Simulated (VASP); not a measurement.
SiW6, 7 atoms in the cell. The cell holds a slab with vacuum, 7 atoms: a = 4.468 Å, b = 4.468 Å, c = 21.726 Å, α = 90.00°, β = 90.00°, γ = 120.00°. 

```yaml
Program: VASP 6.6.1
Task: single point
Functional: PBE
Dispersion: D3(BJ)
Potentials_or_basis: VASP PAW PBE potentials, release 64 (W_sv, Si)
Cutoff: 520 eV
k_mesh: 6 × 6 × 1
Occupations: gaussian, width 0.1 eV
Spin: no spin polarisation
Dipole_correction: yes
Further_INCAR_settings: ALGO = Normal; EDIFF = 1e-06; NBANDS = 53
```

Potentials or basis: VASP PAW PBE potentials, release 64 (W_sv, Si).

Launch:

```console
$ cat potpaw_PBE.64/W_sv/POTCAR potpaw_PBE.64/Si/POTCAR > POTCAR
$ mpirun -np 1 vasp_std > vasp.out
```

Hardware: 1 thread of AMD EPYC 9R45 96-Core Processor (Zen 5) (shared host).

Estimate the wall time of this run.

Wall time 11 min on 1 thread of AMD EPYC 9R45 96-Core Processor (Zen 5), with other jobs on the host, peak memory 0.64 GiB. Counts: scf iterations 32, k points 20.
